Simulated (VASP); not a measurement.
Set up this calculation in VASP 6.6.1, as the native input.

| Item | Value |
| --- | --- |
| Task | single point |
| Functional | PBE |
| Potentials or basis | VASP PAW PBE potentials, release 64 (Bi_d, Te) |
| Cutoff | 520 eV |
| k mesh | 6 × 6 × 6 |
| Occupations | fermi-dirac, width 0.05 eV |
| Spin | no spin polarisation |
| Dipole correction | no |
| Further INCAR settings | ALGO = Normal; EDIFF = 1e-06; NBANDS = 32 |

The structure of Bi2Te3 lies in POSCAR:

```
Bi2Te3
1.0
    2.2375625433      1.2918592926     10.0775622472
   -2.2375625433      1.2918592926     10.0775622472
    0.0000000000     -2.5837185852     10.0775622472
Bi Te
2 3
Direct
    0.1880000000      0.1880000000      0.1880000000
    0.5980000000      0.5980000000      0.5980000000
    0.3890000000      0.3890000000      0.3890000000
    0.8000000000      0.8000000000      0.8000000000
    0.0000000000      0.0000000000      0.0000000000
```

These files were run (other wordings do the same):

INCAR

```
SYSTEM = Bi2Te3
  ALGO = Normal
  EDIFF = 1E-6
  ENCUT = 520
  GGA = PE
  ISIF = 2
  ISMEAR = -1
  LASPH = .True.
  LCHARG = .False.
  LREAL = .False.
  LWAVE = .False.
  NBANDS = 32
  NELM = 60
  PREC = Accurate
  SIGMA = 0.05
```

KPOINTS

```
k-points
0
Gamma
  6 6 6
  0 0 0
```

Potentials or basis: VASP PAW PBE potentials, release 64 (Bi_d, Te).

The run is started by

```bash
$ cat potpaw_PBE.64/Bi_d/POTCAR potpaw_PBE.64/Te/POTCAR > POTCAR
$ mpirun -np 1 vasp_std > vasp.out
```

It gave:

* Pressure: -0.3 GPa
* Largest force: 1.114 eV/Å
* Band gap on the k mesh: zero (bands 24 and 25 overlap by 0.10 eV)

Caveat: spin-orbit coupling is left out, which moves the levels of the heavy elements; forces of over 1 eV/Å act on the atoms, so gaps and moduli don't describe the material at rest.

Run time: 6.5 min on 1 thread of Intel(R) Xeon(R) 6975P-C (Granite Rapids), with other jobs on the host, peak memory 0.92 GiB.
